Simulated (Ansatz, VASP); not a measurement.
## Two plane-wave programs on WS2

INCAR

```
ALGO     = Normal         # electronic algorithm
EDIFF    = 1E-6           # SCF threshold, eV
ENCUT    = 520            # plane-wave cutoff, eV
GGA      = PE             # functional
ISIF     = 2              # what is computed and relaxed
ISMEAR   = 0              # smearing method
IVDW     = 12             # dispersion correction
LASPH    = T              # aspherical terms in the spheres
LCHARG   = F              # write CHGCAR
LREAL    = F              # projectors in reciprocal space
LWAVE    = F              # write WAVECAR
NBANDS   = 20             # bands
NELM     = 80             # most SCF steps
PREC     = Accurate       # precision mode
SIGMA    = 0.05           # smearing width, eV
```

The input KPOINTS:

```
k-points
0
Gamma
  12 12 12
```

Contents of POSCAR:

```
WS2
1.0
    1.6664778837      0.9621414548      5.4191726505
   -1.6664778837      0.9621414548      5.4191726505
    0.0000000000     -1.9242829095      5.4191726505
W S
1 2
Direct
    0.9993445368      0.9993445368      0.9993445368
    0.7527776226      0.7527776226      0.7527776226
    0.5791778407      0.5791778407      0.5791778407
```

Input for Ansatz:

```yaml
crystal:
  lattice:
    - [1.6664778837, 0.9621414548, 5.4191726505]
    - [-1.6664778837, 0.9621414548, 5.4191726505]
    - [0.0, -1.9242829095, 5.4191726505]
  atoms:
    - { symbol: W, position: [0.9993445368, 0.9993445368, 0.9993445368] }
    - { symbol: S, position: [0.7527776226, 0.7527776226, 0.7527776226] }
    - { symbol: S, position: [0.5791778407, 0.5791778407, 0.5791778407] }
basis:
  ecutwfc: 420
kpoints:
  mp_grid: { grid: [12, 12, 12] }
hamiltonian:
  xc: pbe
  dispersion: d3bj
scf:
  occupations: { method: gaussian, width: 0.05 }
output:
  forces: true
  stress: true
  eigenvalues: true
```

Alike in both runs: task single point; functional PBE; dispersion D3(BJ); k mesh 12 × 12 × 12; occupations gaussian, width 0.05 eV; no spin polarisation.

```csv
,VASP,Ansatz
version,VASP 6.6.1,Ansatz 0.2.0
potentials or method,"VASP PAW PBE potentials, release 64 (W_sv, S), cutoff 520 eV","scalar-relativistic, plane waves, PAW"
valence electrons in the cell,26,26
```

|  | VASP | Ansatz | Ansatz less VASP |
| --- | --- | --- | --- |
| gap on the k mesh at the Fermi level (eV) | none | none | - |
| pressure (GPa) | 1.9 | 2.0 | +0.05 |
| traceless stress, the component that is largest in VASP (GPa) | 18.47 | 18.47 | -0.003 |
| rms of the force components (eV/Å) | 0.901 | 0.903 | +0.0024 |

Atom by atom the forces differ by 0.002 eV/Å (rms over components). A gap of «none» marks a metal or a gap that the smearing closes.

Neither program's run includes spin-orbit coupling.
